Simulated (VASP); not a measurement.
# AgCl (Fmm2) in VASP: notebook

Runs on AgCl. Level: LDA. Tasks: single point.

Everything below comes from runs of VASP 6.6.1. Logs are shortened: lines on timing, memory, paths and dates and some standing lists are left out, and cuts for length are marked.

## Step 1: The cell of the first run

The structure is orthorhombic, space group Fmm2 (No. 42). Conventional cell: a = 5.355 Å, b = 5.498 Å, c = 5.498 Å, α = 90.00°, β = 90.00°, γ = 90.00°. Within 2.8 Å of Ag (site symmetry mm2) lie 3 Cl at 2.13 to 2.75 Å. Cl (site symmetry mm2) has 3 Ag at 2.13 to 2.75 Å within 2.8 Å.

## Step 2: Single point, LDA

The input, INCAR:

```
SYSTEM = AgCl
PREC = Accurate ; ENCUT = 520
EDIFF = 1E-7 ; ISMEAR = 0
SIGMA = 0.05 ; LREAL = .False.
LASPH = .True. ; NELM = 100
ALGO = Normal ; ISIF = 2
LWAVE = .False. ; LCHARG = .False.
GGA = CA ; NBANDS = 16
```

The input, KPOINTS:

```
regular mesh
0
Gamma
  10 10 10
  0 0 0
```

The input, POSCAR:

```
AgCl
1.0
    0.0000000000      2.7487956657      2.6773114500
    2.7487956657      0.0000000000      2.6773114500
    2.7487956657      2.7487956657      0.0000000000
Ag Cl
1 1
Direct
    0.5278030294      0.4721969706      0.5278030294
   -0.0845997951      0.0845997951     -0.0845997951
```

Potentials or basis: VASP PAW LDA potentials, release 64 (Ag, Cl).

Command:

```bash
> cat potpaw_LDA.64/Ag/POTCAR potpaw_LDA.64/Cl/POTCAR > POTCAR
> mpirun -np 1 vasp_std > vasp.out
```

OUTCAR:

```text
SYSTEM = AgCl
   PREC = Accurate
   ENCUT = 520
   EDIFF = 1E-7
   ISMEAR = 0
   LREAL = .False.
   LASPH = .True.
   NELM = 100
   ISIF = 2
   GGA = CA

 ion  position               nearest neighbor table
   1  0.528  0.472  0.528-   2 2.13   2 2.75   2 2.75   2 2.82   2 2.82
   2  0.915  0.085  0.915-   1 2.13   1 2.75   1 2.75   1 2.82   1 2.82

  LATTYP: Found a body centered tetragonal cell.
 ALAT       =     3.8873841106
 C/A-ratio  =     1.3774360206

  Lattice vectors:

 A1 = (   0.0000000000,  -2.7487956657,  -2.6773114500)
 A2 = (   0.0000000000,   2.7487956657,  -2.6773114500)
 A3 = (   2.7487956657,   0.0000000000,   2.6773114500)

Analysis of symmetry for initial positions (statically):
=====================================================================
 Subroutine PRICEL returns:
 Original cell was already a primitive cell.

 Routine SETGRP: Setting up the symmetry group for a
 body centered tetragonal supercell.

 Subroutine GETGRP returns: Found  4 space group operations
 (whereof  4 operations were pure point group operations)
 out of a pool of 16 trial point group operations.

The static configuration has the point symmetry C_2v.

Analysis of symmetry for dynamics (positions and initial velocities):
=====================================================================
 Subroutine PRICEL returns:
 Original cell was already a primitive cell.

 Routine SETGRP: Setting up the symmetry group for a
 body centered tetragonal supercell.

 Subroutine GETGRP returns: Found  4 space group operations
 (whereof  4 operations were pure point group operations)
 out of a pool of 16 trial point group operations.

The dynamic configuration has the point symmetry C_2v.

 Subroutine INISYM returns: Found  4 space group operations
 (whereof  4 operations are pure point group operations),
 and found     1 'primitive' translations

----------------------------------------------------------------------------------------

                                     Primitive cell

  volume of cell :      40.4589

  direct lattice vectors                    reciprocal lattice vectors
     0.000000000  2.748795666  2.677311450    -0.181897842  0.181897842  0.186754514
     2.748795666  0.000000000  2.677311450     0.181897842 -0.181897842  0.186754514
     2.748795666  2.748795666  0.000000000     0.181897842  0.181897842 -0.186754514

  length of vectors
     3.837170079  3.837170079  3.887384111     0.317885040  0.317885040  0.317885040

[... 76 lines left out ...]
   LSORBIT =      F    spin-orbit coupling
   LASPH  =      T    aspherical Exc in radial PAW
   ENCUT  =  520.0 eV  38.22 Ry    6.18 a.u.   7.13  7.13  7.23*2*pi/ulx,y,z
   NELM   =    100;   NELMIN=  2; NELMDL= -5     # of ELM steps
   EDIFF  = 0.1E-06   stopping-criterion for ELM
   LREAL  =      F    real-space projection
   EDIFFG = 0.1E-05   stopping-criterion for IOM
   NSW    =      0    number of steps for IOM
   IBRION =     -1    ionic relax: 0-MD 1-quasi-New 2-CG
   NFREE  =      0    steps in history (QN), initial steepest desc. (CG)
   ISIF   =      2    stress and relaxation
   ISYM   =      2    0-nonsym 1-usesym 2-fastsym
   POTIM  = 0.5000    time-step for ionic-motion
   TEBEG  =    0.0;   TEEND  =   0.0 temperature during run
   PSTRESS=    0.0 pullay stress
   NELECT =      18.0000    total number of electrons
   NUPDOWN=      -1.0000    fix difference up-down
   EMIN   =  10.00;   EMAX   =-10.00  energy-range for DOS
   EFERMI =   0.00;   METHOD = LEGACY
   ISMEAR =     0;   SIGMA  =   0.05  broadening in eV -4-tet -1-fermi 0-gaus
   EFERMI_NEDOS =   21; number of points for ismear=-14 and -15
   IALGO  =     38    algorithm
   IMIX   =      4    mixing-type and parameters
     AMIX     =   0.40;   BMIX     =  1.00
     AMIX_MAG =   1.60;   BMIX_MAG =  1.00
  volume/ion in A,a.u.               =      20.23       136.51
  Fermi-wavevector in a.u.,A,eV,Ry     =   1.249763  2.361710 21.251049  1.561908
  Thomas-Fermi vector in A             =   2.383789
   LORBIT       =      0    0 simple, 1 ext, 2 COOP (PROOUT), +10 PAW based schemes
   GGA     = CA    functional components
   LHFCALC =     F    Hartree Fock is set to
   AEXX    =    0.0000 exact exchange contribution
   IVDW    =     0    specifies the selected vdW correction
   LEPSILON=     F    determine dielectric tensor
   LRPA    =     F    only Hartree local field effects (RPA)
 non-spin polarized calculation
 Gauss-broadening in eV      SIGMA  =   0.05
  energy-cutoff  :      520.00
  volume of cell :       40.46
 maximum number of plane-waves:      1103
 NGX is ok and might be reduce to    30
   NGX = 15   NGY = 15   NGZ = 15

 number of electron      18.0000002 magnetization

 Free energy of the ion-electron system (eV)
  ---------------------------------------------------
  ext. energy  EPLUGINS =         0.00000000
  ---------------------------------------------------
  free energy    TOTEN  =        -6.20453289 eV

  energy without entropy =       -6.20453289  energy(sigma->0) =       -6.20453289

 E-fermi :   4.4241     XC(G=0): -10.6398

 val. band max:        4.1593747799   @ k =   0.0000  -0.1000   0.2000
 cond. band min:       5.2203622560   @ k =   0.0000   0.0000   0.0000
 fundamental gap:      1.0609874761
 Fermi energy:         4.4240765410

 k-point     1 :       0.0000    0.0000    0.0000
  band No.  band energies     occupation
      1     -11.4168      2.00000
      2      -0.9988      2.00000
      3      -0.0499      2.00000
      4       0.1047      2.00000
      5       1.4268      2.00000
      6       1.4965      2.00000
[... 433 lines left out ...]
      3      -0.6780      2.00000
      4      -0.4516      2.00000
      5       1.4993      2.00000
      6       1.6917      2.00000
[... 8 lines left out ...]
     15      18.8634      0.00000
     16      20.2600      0.00000

 [... further k-points ...]
[... 5 lines left out ...]
  --------------------------------------------------------------------------------------
  -------------------------------------------------------------------------------------
  Total       -0.7502404      7.0507209     -0.6193344      0.0000000      0.0000000      0.0000000
  in kB      -29.7096306    279.2095705    -24.5257302      0.0000000      0.0000000      0.0000000
  external PRESSURE =      74.9914033 kB  Pullay stress =       0.0000000 kB

 VOLUME and BASIS-vectors are now :
 -----------------------------------------------------------------------------
  energy-cutoff  :      520.00
  volume of cell :       40.46
      direct lattice vectors                 reciprocal lattice vectors
     0.000000000  2.748795666  2.677311450    -0.181897842  0.181897842  0.186754514
     2.748795666  0.000000000  2.677311450     0.181897842 -0.181897842  0.186754514
     2.748795666  2.748795666  0.000000000     0.181897842  0.181897842 -0.186754514

 POSITION                                       TOTAL-FORCE (eV/Angst)
 -----------------------------------------------------------------------------------
      2.74880      2.90165      2.67731         0.000000     -3.420357      0.000000
      2.74880      5.03250      2.67731         0.000000      3.420357      0.000000
 -----------------------------------------------------------------------------------
    total drift:                               -0.000001     -0.000075     -0.000001

  FREE ENERGIE OF THE ION-ELECTRON SYSTEM (eV)
  ---------------------------------------------------
  free  energy   TOTEN  =        -6.2045328946 eV

  energy  without entropy=       -6.2045328946  energy(sigma->0) =       -6.20453289
```

OSZICAR:

```text
N       E                     dE             d eps       ncg     rms          rms(c)
DAV:   1     0.906406494122E+02    0.90641E+02   -0.84490E+03  5488   0.102E+03
DAV:   2    -0.364969588810E+01   -0.94290E+02   -0.87670E+02  6752   0.220E+02
DAV:   3    -0.644412936533E+01   -0.27944E+01   -0.27882E+01  6816   0.399E+01
DAV:   4    -0.646064738470E+01   -0.16518E-01   -0.16517E-01  7128   0.343E+00
DAV:   5    -0.646084793974E+01   -0.20056E-03   -0.20055E-03  6864   0.371E-01    0.107E+01
DAV:   6    -0.622322502117E+01    0.23762E+00   -0.40618E-01  7272   0.917E+00    0.717E+00
DAV:   7    -0.620901422974E+01    0.14211E-01   -0.13375E-01  6808   0.238E+00    0.274E+00
DAV:   8    -0.620471274519E+01    0.43015E-02   -0.51619E-03  6552   0.606E-01    0.399E-01
DAV:   9    -0.620453643061E+01    0.17631E-03   -0.61147E-04  7264   0.273E-01    0.483E-02
DAV:  10    -0.620453234948E+01    0.40811E-05   -0.63344E-05  6552   0.620E-02    0.180E-02
DAV:  11    -0.620453282440E+01   -0.47492E-06   -0.14580E-06  7280   0.115E-02    0.685E-03
DAV:  12    -0.620453289460E+01   -0.70194E-07   -0.55449E-07  6936   0.485E-03
   1 F= -.62045329E+01 E0= -.62045329E+01  d E =-.152198E-15
```

It took 1.7 min on 1 thread of Intel Xeon 6975P-C, shared host; peak memory 0.23 GiB.

Results:

- Free energy: -6.2045 eV
- Pressure: 7.5 GPa
- Largest force: 3.420 eV/Å
- Band gap on the k mesh: 1.06 eV, indirect (least direct gap 1.37 eV)

Forces on the atoms (eV/Å):
```
Ag   0.000 -3.420  0.000
Cl   0.000  3.420  0.000
```

Caveat: forces of over 1 eV/Å act on the atoms, so gaps and moduli don't describe the material at rest. A k mesh can miss the band edges.

## Step 3: Single point, LDA

The input, INCAR:

```
ALGO = Normal
EDIFF = 1E-6
ENCUT = 520
GGA = CA
ISIF = 2
ISMEAR = 0
LASPH = True
LCHARG = True
LELF = True
LREAL = False
LVHAR = True
LWAVE = False
NBANDS = 16
NELM = 80
PREC = Accurate
SIGMA = 0.05
```

The input, KPOINTS:

```
k-points
0
Gamma
  10 10 10
```

The input, POSCAR:

```
AgCl
1.0
    0.0000000000      2.7487956657      2.6773114500
    2.7487956657      0.0000000000      2.6773114500
    2.7487956657      2.7487956657      0.0000000000
Ag Cl
1 1
Direct
    0.5092676765      0.4907323235      0.5092676765
   -0.0281999317      0.0281999317     -0.0281999317
```

Potentials or basis: VASP PAW LDA potentials, release 64 (Ag, Cl).

Command:

```bash
> cat potpaw_LDA.64/Ag/POTCAR potpaw_LDA.64/Cl/POTCAR > POTCAR
> mpirun -np 1 vasp_std > vasp.out
```

OUTCAR:

```text
EDIFF = 1E-6
   ENCUT = 520
   GGA = CA
   ISIF = 2
   ISMEAR = 0
   LASPH = True
   LREAL = False
   NELM = 80
   PREC = Accurate

 ion  position               nearest neighbor table
   1  0.509  0.491  0.509-   2 2.54   2 2.69   2 2.69   2 2.76   2 2.76   2 2.95
   2  0.972  0.028  0.972-   1 2.54   1 2.69   1 2.69   1 2.76   1 2.76   1 2.95

  LATTYP: Found a body centered tetragonal cell.
 ALAT       =     3.8873841106
 C/A-ratio  =     1.3774360206

  Lattice vectors:

 A1 = (   0.0000000000,  -2.7487956657,  -2.6773114500)
 A2 = (   0.0000000000,   2.7487956657,  -2.6773114500)
 A3 = (   2.7487956657,   0.0000000000,   2.6773114500)

Analysis of symmetry for initial positions (statically):
=====================================================================
 Subroutine PRICEL returns:
 Original cell was already a primitive cell.

 Routine SETGRP: Setting up the symmetry group for a
 body centered tetragonal supercell.

 Subroutine GETGRP returns: Found  4 space group operations
 (whereof  4 operations were pure point group operations)
 out of a pool of 16 trial point group operations.
[... 158 lines left out ...]
  ext. energy  EPLUGINS =         0.00000000
  ---------------------------------------------------
  free energy    TOTEN  =        -6.74914188 eV

  energy without entropy =       -6.74914188  energy(sigma->0) =       -6.74914188

 E-fermi :   4.5201     XC(G=0): -10.6994

 val. band max:        4.2945860836   @ k =   0.5000  -0.0000   0.0000
 cond. band min:       4.9338361795   @ k =   0.0000   0.0000   0.0000
 fundamental gap:      0.6392500959
 Fermi energy:         4.5200963224

 k-point     1 :       0.0000    0.0000    0.0000
  band No.  band energies     occupation
      1     -11.1682      2.00000
      2       0.8121      2.00000
      3       1.0845      2.00000
      4       1.2084      2.00000
      5       1.4992      2.00000
      6       1.5648      2.00000
[... 433 lines left out ...]
      3       0.2313      2.00000
      4       0.5555      2.00000
      5       1.4519      2.00000
      6       1.9046      2.00000
[... 8 lines left out ...]
     15      19.1334      0.00000
     16      20.2481      0.00000

 [... further k-points ...]
[... 5 lines left out ...]
  --------------------------------------------------------------------------------------
  -------------------------------------------------------------------------------------
  Total       -0.8338451     -0.2600081     -0.6878792      0.0000000      0.0000000      0.0000000
  in kB      -33.0203885    -10.2963603    -27.2401179      0.0000000      0.0000000      0.0000000
  external PRESSURE =     -23.5189555 kB  Pullay stress =       0.0000000 kB

 VOLUME and BASIS-vectors are now :
 -----------------------------------------------------------------------------
  energy-cutoff  :      520.00
  volume of cell :       40.46
      direct lattice vectors                 reciprocal lattice vectors
     0.000000000  2.748795666  2.677311450    -0.181897842  0.181897842  0.186754514
     2.748795666  0.000000000  2.677311450     0.181897842 -0.181897842  0.186754514
     2.748795666  2.748795666  0.000000000     0.181897842  0.181897842 -0.186754514

 POSITION                                       TOTAL-FORCE (eV/Angst)
 -----------------------------------------------------------------------------------
      2.74880      2.79975      2.67731         0.000000     -0.253500      0.000000
      2.74880      5.34256      2.67731         0.000000      0.253500      0.000000
 -----------------------------------------------------------------------------------
    total drift:                               -0.000000     -0.000346     -0.000000

  FREE ENERGIE OF THE ION-ELECTRON SYSTEM (eV)
  ---------------------------------------------------
  free  energy   TOTEN  =        -6.7491418752 eV

  energy  without entropy=       -6.7491418752  energy(sigma->0) =       -6.74914188
```

OSZICAR:

```text
N       E                     dE             d eps       ncg     rms          rms(c)
DAV:   1     0.894595208576E+02    0.89460E+02   -0.85657E+03  5488   0.102E+03
DAV:   2    -0.412941916171E+01   -0.93589E+02   -0.86095E+02  6856   0.218E+02
DAV:   3    -0.689801646157E+01   -0.27686E+01   -0.27618E+01  6848   0.389E+01
DAV:   4    -0.691182524647E+01   -0.13809E-01   -0.13807E-01  7032   0.313E+00
DAV:   5    -0.691197500503E+01   -0.14976E-03   -0.14976E-03  6880   0.325E-01    0.758E+00
DAV:   6    -0.675869337968E+01    0.15328E+00   -0.24694E-01  7168   0.687E+00    0.500E+00
DAV:   7    -0.675179929203E+01    0.68941E-02   -0.67115E-02  6840   0.173E+00    0.209E+00
DAV:   8    -0.674923199345E+01    0.25673E-02   -0.37743E-03  6088   0.567E-01    0.272E-01
DAV:   9    -0.674913585024E+01    0.96143E-04   -0.31617E-04  7456   0.232E-01    0.341E-02
DAV:  10    -0.674914144098E+01   -0.55907E-05   -0.20591E-05  6552   0.417E-02    0.102E-02
DAV:  11    -0.674914187524E+01   -0.43426E-06   -0.64540E-07  4648   0.720E-03
   1 F= -.67491419E+01 E0= -.67491419E+01  d E =-.165226E-12
```

stdout:

```text
POSCAR found type information on POSCAR AgCl
 POSCAR found :  2 types and       2 ions
 scaLAPACK will be used
 LDA part: xc-table for (Slater(with rela. corr.)+CA(PZ))
 , standard interpolation
 POSCAR, INCAR and KPOINTS ok, starting setup
 FFT: planning ... GRIDC
 FFT: planning ... GRID_SOFT
 FFT: planning ... GRID
 WAVECAR not read
 entering main loop
```

It took 95 s on 1 thread of Intel Xeon 6975P-C, shared host; peak memory 0.23 GiB.

What came out:

```yaml
Free_energy: -6.7491 eV
Pressure: -2.4 GPa
Largest_force: 0.254 eV/Å
Band_gap_on_the_k_mesh: 0.64 eV, indirect (least direct gap 2.42 eV)
```

Forces in eV/Å, atoms in the order of the input:
```
Ag   0.000 -0.254  0.000
Cl   0.000  0.254  0.000
```

Stress tensor (GPa, compression positive):
```
-3.30  0.00  0.00
 0.00 -1.03  0.00
 0.00  0.00 -2.72
```

A k mesh can miss the band edges.
